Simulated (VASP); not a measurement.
Write the native input for VASP 6.6.1 that does the following.

* Task: single point
* Functional: PBE
* Potentials or basis: VASP PAW PBE potentials, release 64 (Y_sv)
* Cutoff: 520 eV
* k mesh: 15 × 15 × 3
* Occupations: methfessel-paxton, width 0.1 eV
* Spin: no spin polarisation
* Dipole correction: no
* Further INCAR settings: ALGO = Fast; EDIFF = 1e-07

The structure of Y lies in POSCAR:

```
Y                                       
1.0
    3.6446646000      0.0000000000      0.0000000000
   -1.8223323000      3.1563721800      0.0000000000
    0.0000000000      0.0000000000     34.0396266025
  Y             
    12
Direct
     0.0000000000000000    0.0000000000000000    0.0000000000000000
     0.3333330000000032    0.6666669999999968    0.0833333300000021
     0.0000000000000000    0.0000000000000000    0.1666666699999979
     0.3333330000000032    0.6666669999999968    0.2500000000000000
     0.0000000000000000    0.0000000000000000    0.3333333300000021
     0.3333330000000032    0.6666669999999968    0.4166666699999979
     0.0000000000000000    0.0000000000000000    0.5000000000000000
     0.3333330000000032    0.6666669999999968    0.5833333300000021
     0.0000000000000000    0.0000000000000000    0.6666666699999979
     0.3333330000000032    0.6666669999999968    0.7500000000000000
     0.0000000000000000    0.0000000000000000    0.8333333300000021
     0.3333330000000032    0.6666669999999968    0.9166666699999979
```

The input as run:

INCAR

```
ALGO = Fast
EDIFF = 1E-7
ENCUT = 520
GGA = PE
ISIF = 2
ISMEAR = 1
KPAR = 4
LASPH = True
LCHARG = False
LREAL = False
LWAVE = False
NELM = 100
PREC = Accurate
SIGMA = 0.1
```

KPOINTS

```
k-points
0
Gamma
  15 15 3
```

Potentials or basis: VASP PAW PBE potentials, release 64 (Y_sv).

The run is started by

```bash
$ cat potpaw_PBE.64/Y_sv/POTCAR > POTCAR
$ mpirun -np 4 vasp_std > vasp.out
```

Results of the run:

* Pressure: 0.2 GPa
* Band gap on the k mesh: zero (bands 66 and 67 overlap by 1.40 eV)

Run time: 14 min on 4 MPI ranks on AMD EPYC 9R45 96-Core Processor (Zen 5), with other jobs on the host, peak memory 1.2 GiB a rank.
